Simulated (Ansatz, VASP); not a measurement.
## HfSn2Te6 in VASP and in Ansatz

INCAR

```
SYSTEM = HfSn2Te6
PREC     = Accurate       ! precision mode
ENCUT    = 520            ! plane-wave cutoff, eV
EDIFF    = 1E-7           ! SCF threshold, eV
ISMEAR   = 0              ! smearing method
SIGMA    = 0.1            ! smearing width, eV
LREAL    = .FALSE.        ! projectors in reciprocal space
LASPH    = .TRUE.         ! aspherical terms in the spheres
NELM     = 100            ! most SCF steps
ALGO     = Normal         ! electronic algorithm
ISIF     = 2              ! what is computed and relaxed
LWAVE    = .FALSE.        ! write WAVECAR
LCHARG   = .FALSE.        ! write CHGCAR
GGA      = PE             ! functional
NBANDS   = 47             ! bands
```

The input KPOINTS:

```
Automatic mesh
0
G
  6 6 1
  0 0 0
```

The input POSCAR:

```
HfSn2Te6
1.0
    4.0910173000      0.0000000000      0.0000000000
   -2.0455086000      3.5429249000      0.0000000000
    0.0000000000      0.0000000000     21.4068219000
Hf Sn Te
1 2 6
Direct
    0.0000000000      0.0000000000      0.0000000000
    0.0000000000      0.0000000000      0.6626400000
    0.0000000000      0.0000000000      0.3373600000
    0.3333333000      0.6666667000      0.7467170000
    0.3333333000      0.6666667000      0.0804010000
    0.3333333000      0.6666667000      0.4217870000
    0.6666667000      0.3333333000      0.9195990000
    0.6666667000      0.3333333000      0.2532830000
    0.6666667000      0.3333333000      0.5782130000
```

Input for Ansatz:

```yaml
crystal:
  lattice:
    - [4.0910173, 0.0, 0.0]
    - [-2.0455086, 3.5429249, 0.0]
    - [0.0, 0.0, 21.4068219]
  atoms:
    - { symbol: Hf, position: [0.0, 0.0, 0.0] }
    - { symbol: Sn, position: [0.0, 0.0, 0.66264] }
    - { symbol: Sn, position: [0.0, 0.0, 0.33736] }
    - { symbol: Te, position: [0.3333333, 0.6666667, 0.746717] }
    - { symbol: Te, position: [0.3333333, 0.6666667, 0.080401] }
    - { symbol: Te, position: [0.3333333, 0.6666667, 0.421787] }
    - { symbol: Te, position: [0.6666667, 0.3333333, 0.919599] }
    - { symbol: Te, position: [0.6666667, 0.3333333, 0.253283] }
    - { symbol: Te, position: [0.6666667, 0.3333333, 0.578213] }
basis:
  ecutwfc: 420
kpoints:
  mp_grid: { grid: [6, 6, 1] }
hamiltonian:
  xc: pbe
scf:
  occupations: { method: gaussian, width: 0.1 }
  lower_state_search: "off"
output:
  forces: true
  stress: true
  eigenvalues: true
```

Alike in both runs: task single point; functional PBE; k mesh 6 × 6 × 1; occupations gaussian, width 0.1 eV; no spin polarisation.

```csv
,VASP,Ansatz
version,VASP 6.6.1,Ansatz 0.2.0
potentials or method,"VASP PAW PBE potentials, release 64 (Hf_pv, Sn_d, Te), cutoff 520 eV","scalar-relativistic, plane waves, PAW"
valence electrons in the cell,74,150
```

VASP gave:

| Quantity | Value |
| --- | --- |
| gap on the k mesh at the Fermi level (eV) | none |
| pressure (GPa) | 0.0 |
| traceless stress, the component that is largest in VASP (GPa) | 0.12 |
| rms of the force components (eV/Å) | 0.008 |

What did Ansatz give for the same quantities?

gap on the k mesh at the Fermi level (eV): none; pressure (GPa): 0.0; traceless stress, the component that is largest in VASP (GPa): 0.10; rms of the force components (eV/Å): 0.008.

Atom by atom the forces differ by 0.009 eV/Å (rms over components). A gap of «none» marks a metal or a gap that the smearing closes. VASP's potentials hold 74 valence electrons a cell and Ansatz's 150, so a difference there can come from the potentials and not from the codes.

Neither program's run includes spin-orbit coupling.
